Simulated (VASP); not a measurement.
Set up this calculation in VASP 6.6.1, as the native input.

| Item | Value |
| --- | --- |
| Task | single point |
| Functional | r2SCAN |
| Potentials or basis | VASP PAW PBE potentials, release 64 (Zn, Se) |
| Cutoff | 520 eV |
| k mesh | 8 × 8 × 8 |
| Occupations | fermi-dirac, width 0.02 eV |
| Spin | no spin polarisation |
| Dipole correction | no |
| Further INCAR settings | ALGO = Normal; EDIFF = 1e-06; NBANDS = 16 |

The system is ZnSe (Stilleite).

```xyz
2
Lattice="0.0000 2.8519 2.8519 2.8519 0.0000 2.8519 2.8519 2.8519 0.0000" Properties=species:S:1:pos:R:3 pbc="T T T"
Zn    0.0000    0.0000    0.0000
Se    1.4260    1.4260    1.4260
```

One way to write it, as run:

POSCAR

```
ZnSe
1.0
    0.0000000000      2.8519478800      2.8519478800
    2.8519478800      0.0000000000      2.8519478800
    2.8519478800      2.8519478800      0.0000000000
Zn Se
1 1
Direct
    0.0000000000      0.0000000000      0.0000000000
    0.2500000000      0.2500000000      0.2500000000
```

INCAR.step1

```
SYSTEM = ZnSe
ALGO = Normal
EDIFF = 1E-4
ENCUT = 520
GGA = PE
ISMEAR = -1
LASPH = .True.
LCHARG = .False.
LREAL = .False.
LWAVE = .True.
NBANDS = 16
NELM = 100
PREC = Accurate
SIGMA = 0.02
```

INCAR.step2

```
SYSTEM = ZnSe
ALGO = Normal
EDIFF = 1E-6
ENCUT = 520
ISIF = 2
ISMEAR = -1
ISTART = 1
LASPH = .True.
LCHARG = .False.
LMIXTAU = .True.
LREAL = .False.
LWAVE = .False.
METAGGA = R2SCAN
NBANDS = 16
NELM = 100
PREC = Accurate
SIGMA = 0.02
```

KPOINTS

```
k-points
0
Gamma
  8 8 8
  0 0 0
```

Potentials or basis: VASP PAW PBE potentials, release 64 (Zn, Se).

Launch:

```bash
$ cat potpaw_PBE.64/Zn/POTCAR potpaw_PBE.64/Se/POTCAR > POTCAR
$ cp INCAR.step1 INCAR
$ mpirun -np 1 vasp_std > vasp.out
$ cp INCAR.step2 INCAR
$ mpirun -np 1 vasp_std > vasp.out
```

Results of the run:

```
Pressure               : -1.2 GPa
Band gap on the k mesh : 1.78 eV, direct
```

Caveat: the PAW data sets were made with another functional, which shifts forces and pressure a little.

It took 2.3 min on 1 thread of Intel(R) Xeon(R) Platinum 8488C (Sapphire Rapids) (shared host), peak memory 0.18 GiB.
